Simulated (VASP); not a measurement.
The system is Ti5C.

```xyz
6
Lattice="0.0000 3.5087 3.5087 3.5087 0.0000 3.5087 3.5087 3.5087 0.0000" Properties=species:S:1:pos:R:3 pbc="T T T"
Ti    6.1473    4.3787    4.3787
Ti    6.1473    6.1473    6.1473
Ti    1.7543    1.7543    1.7543
Ti    4.3787    4.3787    6.1473
Ti    4.3787    6.1473    4.3787
C     3.5087    3.5087    3.5087
```

The cell was built from a structure type or drawn by symmetry, and may not be a known phase.

| Item | Value |
| --- | --- |
| Program | VASP 6.6.1 |
| Task | relaxation of cell and atoms |
| Functional | PBE |
| Potentials or basis | VASP PAW PBE potentials, release 64 (Ti_sv, C) |
| Cutoff | 600 eV |
| k mesh | 4 × 4 × 4 |
| Occupations | gaussian, width 0.1 eV |
| Spin | no spin polarisation |

At the start: pressure 9.2 GPa; volume 14.40 Å³/atom.

Problem. Where does the relaxation end?

Solution. Over 3 steps the energy falls by 41.2 meV/atom and the volume is 15.86 Å³/atom (+10.2 %); space group F-43m (No. 216, to 0.1 Å) before and after.

The path:
```
step  energy change (eV)  largest force (eV/Å)  pressure (GPa)  volume (Å³)
   1              0.0000                0.4613            9.19        86.39
   2             -0.2382                0.0759           -1.43        97.13
   3             -0.2473                0.0053            0.00        95.18
```

Final structure:
```cif
data_structure
_symmetry_space_group_name_H-M 'P 1'
_symmetry_Int_Tables_number 1
_cell_length_a 5.1250
_cell_length_b 5.1250
_cell_length_c 5.1250
_cell_angle_alpha 60.000
_cell_angle_beta 60.000
_cell_angle_gamma 60.000
_cell_volume 95.18
loop_
_atom_site_label
_atom_site_type_symbol
_atom_site_fract_x
_atom_site_fract_y
_atom_site_fract_z
_atom_site_occupancy
Ti1 Ti 0.36741 0.87753 0.87753 1
Ti2 Ti 0.87753 0.87753 0.87753 1
Ti3 Ti 0.25000 0.25000 0.25000 1
Ti4 Ti 0.87753 0.87753 0.36741 1
Ti5 Ti 0.87753 0.36741 0.87753 1
C1 C 0.50000 0.50000 0.50000 1
```

Caveat: the k points lie up to 0.38 Å⁻¹ apart in the final cell.
